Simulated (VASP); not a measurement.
Crystal: ZnO.

```
CELL_PARAMETERS angstrom
1.43323 -3.52708 0.00000
1.43323 3.52708 0.00000
0.00000 0.00000 2.83849
ATOMIC_POSITIONS crystal
Zn 0.00000 0.00000 0.00000
O 0.50000 0.50000 0.50000
```

* Program: VASP 6.6.1
* Task: relaxation of cell and atoms
* Functional: RPBE
* Dispersion: D3(BJ)
* Potentials or basis: VASP PAW PBE potentials, release 64 (Zn, O)
* Cutoff: 600 eV
* k mesh: 10 × 10 × 9
* Occupations: fermi-dirac, width 0.05 eV
* Spin: no spin polarisation

At the start: pressure -4.3 GPa; volume 14.35 Å³/atom.

**Question.** Where does the relaxation end?

**Answer.** Over 15 steps the energy falls by 218.1 meV/atom and the volume is 9.74 Å³/atom (-32.1 %); space group Cmmm (No. 65, to 0.05 Å).

The path:
```csv
step,energy change (eV),largest force (eV/Å),pressure (GPa),volume (Å³)
1,0.0000,0.0000,-4.34,28.70
2,-0.0276,0.0000,0.93,27.11
3,-0.0280,0.0000,1.32,26.97
4,-0.0482,0.0000,1.21,26.50
5,-0.1157,0.0000,1.27,25.08
6,-0.2694,0.0000,2.84,22.26
7,-0.0664,0.0000,32.41,16.67
8,-0.3276,0.0000,4.71,21.02
9,-0.3384,0.0000,13.40,18.70
10,-0.3570,0.0000,7.71,19.92
11,-0.4054,0.0000,1.76,19.83
12,-0.4107,0.0000,-1.03,19.77
13,-0.4276,0.0000,-0.73,19.66
14,-0.4361,0.0000,-0.28,19.51
15,-0.4362,0.0000,0.08,19.48
```

Final structure:
```
CELL_PARAMETERS angstrom
1.49832 -2.38707 0.00000
1.49832 2.38707 0.00000
0.00000 0.00000 2.72324
ATOMIC_POSITIONS crystal
Zn 0.00000 0.00000 0.00000
O 0.50000 0.50000 0.50000
```

Caveat: the volume moved by over 15 % at a fixed basis, so the end points are rough; the PAW data sets were made with another functional, which shifts forces and pressure a little; pairwise dispersion overbinds metals, which lowers pressure and volume.
